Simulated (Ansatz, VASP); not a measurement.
## One calculation of Ag2Ru, two programs

Contents of INCAR:

```
SYSTEM = Ag2Ru
PREC     = Accurate       ! precision mode
ENCUT    = 600            ! plane-wave cutoff, eV
EDIFF    = 1E-6           ! SCF threshold, eV
ISMEAR   = 0              ! smearing method
SIGMA    = 0.1            ! smearing width, eV
LREAL    = .FALSE.        ! projectors in reciprocal space
LASPH    = .TRUE.         ! aspherical terms in the spheres
NELM     = 80             ! most SCF steps
ALGO     = Fast           ! electronic algorithm
ISIF     = 3              ! what is computed and relaxed
LWAVE    = .FALSE.        ! write WAVECAR
LCHARG   = .FALSE.        ! write CHGCAR
GGA      = PE             ! functional
IBRION   = 2              ! ionic algorithm
NSW      = 100            ! ionic steps
EDIFFG   = -0.01          ! ionic threshold
```

KPOINTS

```
regular mesh
0
G
  14 14 14
  0 0 0
```

The input POSCAR:

```
Ag2Ru
1.0
    0.0000000000      3.1013596614      3.1013596614
    3.1013596614      0.0000000000      3.1013596614
    3.1013596614      3.1013596614      0.0000000000
Ag Ru
2 1
Direct
    0.2500000000      0.2500000000      0.2500000000
    0.7500000000      0.7500000000      0.7500000000
    0.0000000000      0.0000000000      0.0000000000
```

Input for Ansatz:

```yaml
crystal:
  lattice:
    - [0.0, 3.1013596614, 3.1013596614]
    - [3.1013596614, 0.0, 3.1013596614]
    - [3.1013596614, 3.1013596614, 0.0]
  atoms:
    - { symbol: Ag, position: [0.25, 0.25, 0.25] }
    - { symbol: Ag, position: [0.75, 0.75, 0.75] }
    - { symbol: Ru, position: [0.0, 0.0, 0.0] }
basis:
  ecutwfc: 420
kpoints:
  mp_grid: { grid: [14, 14, 14] }
hamiltonian:
  xc: pbe
scf:
  occupations: { method: gaussian, width: 0.1 }
output:
  forces: true
  stress: true
  eigenvalues: true
  write_density: true
  write_potential: true
  elf: true
  volumetric_format: npy
relax:
  adjacent_minimum: "off"
  f_tol: 0.01
  max_steps: 80
  cell: { stress_tol: 0.05 }
```

Alike in both runs: task relaxation of cell and atoms; functional PBE; k mesh 14 × 14 × 14; occupations gaussian, width 0.1 eV; no spin polarisation.

```csv
,VASP,Ansatz
version,VASP 6.6.1,Ansatz 0.2.0
potentials or method,"VASP PAW PBE potentials, release 64 (Ag, Ru_pv), cutoff 600 eV","scalar-relativistic, plane waves, PAW"
valence electrons in the cell,36,54
```

|  | VASP | Ansatz | Ansatz less VASP |
| --- | --- | --- | --- |
| gap on the k mesh at the Fermi level, each at its own relaxed structure (eV) | none | none | - |
| relaxed volume (Å³/atom) | 19.86 | 19.89 | +0.023 |
| relaxed length of the cell vector where the two differ most in proportion (Å) | 4.384 | 4.386 | +0.0017 |

A gap of «none» marks a metal or a gap that the smearing closes. VASP's potentials hold 36 valence electrons a cell and Ansatz's 54, so a difference there can come from the potentials and not from the codes.
